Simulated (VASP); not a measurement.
CsCl:

```
Cs Cl
1.0
     4.14068    0.00000    0.00000
     0.00000    4.14068    0.00000
     0.00000    0.00000    4.14068
Cs Cl
1 1
Direct
  0.00000 0.00000 0.00000
  0.50000 0.50000 0.50000
```

Program: VASP 6.6.1. Alike in all runs: task single point; potentials or basis VASP PAW PBE potentials, release 64 (Cs_sv, Cl); no spin polarisation; cell as given; smearing gaussian 0.01 eV. Hardware: 1 thread of Intel(R) Xeon(R) Platinum 8259CL CPU @ 2.50GHz (Skylake/Cascade Lake), with other jobs on the host.

**Question.** Order these runs on this cell by their wall time, lowest first.
A. level r2SCAN; k mesh 6 × 6 × 6; cutoff (eV) 550
B. level PBE; k mesh 6 × 6 × 6; cutoff (eV) 500
C. level HSE06; k mesh 4 × 4 × 4; cutoff (eV) 400; grid for exact exchange (PRECFOCK) Normal; screening parameter 0.2079 1/Å

**Answer.** B (14 s), A (44 s), C (250 s).
